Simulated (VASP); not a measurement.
Input of a VASP 6.6.1 run:

The input POSCAR:

```
Ir
1.0
    0.0000000000      1.9228496764      1.9228496764
    1.9228496764      0.0000000000      1.9228496764
    1.9228496764      1.9228496764      0.0000000000
Ir
1
Direct
    0.0000000000      0.0000000000      0.0000000000
```

INCAR.step1

```
ALGO = Normal
EDIFF = 1E-5
ENCUT = 620
GGA = PE
GGA_COMPAT = False
ISMEAR = 1
LASPH = True
LCHARG = False
LREAL = False
LWAVE = True
NBANDS = 14
NELM = 120
PREC = Accurate
SIGMA = 0.2
```

The input INCAR.step2:

```
ALGO = Normal
EDIFF = 1E-6
ENCUT = 620
GGA_COMPAT = False
ISIF = 2
ISMEAR = 1
ISTART = 1
LASPH = True
LCHARG = False
LMIXTAU = True
LREAL = False
LWAVE = False
METAGGA = R2SCAN
NBANDS = 14
NELM = 120
PREC = Accurate
SIGMA = 0.2
```

KPOINTS

```
k-points
0
Gamma
  14 14 14
```

Potentials or basis: VASP PAW PBE potentials, release 64 (Ir_sv_GW).

Command:

```sh
$ cat potpaw_PBE.64/Ir_sv_GW/POTCAR > POTCAR
$ cp INCAR.step1 INCAR
$ mpirun -np 1 vasp_std > vasp.out
$ cp INCAR.step2 INCAR
$ mpirun -np 1 vasp_std > vasp.out
```

Q: What does it give for the band gap on the k mesh?

A: Zero (an odd number of electrons rules out a gap without spin polarisation).

Q: What does it give for the pressure?

A: -1.2 GPa.

Caveat: the PAW data sets were made with another functional, which shifts forces and pressure a little; spin-orbit coupling is left out, which moves the levels of the heavy elements.
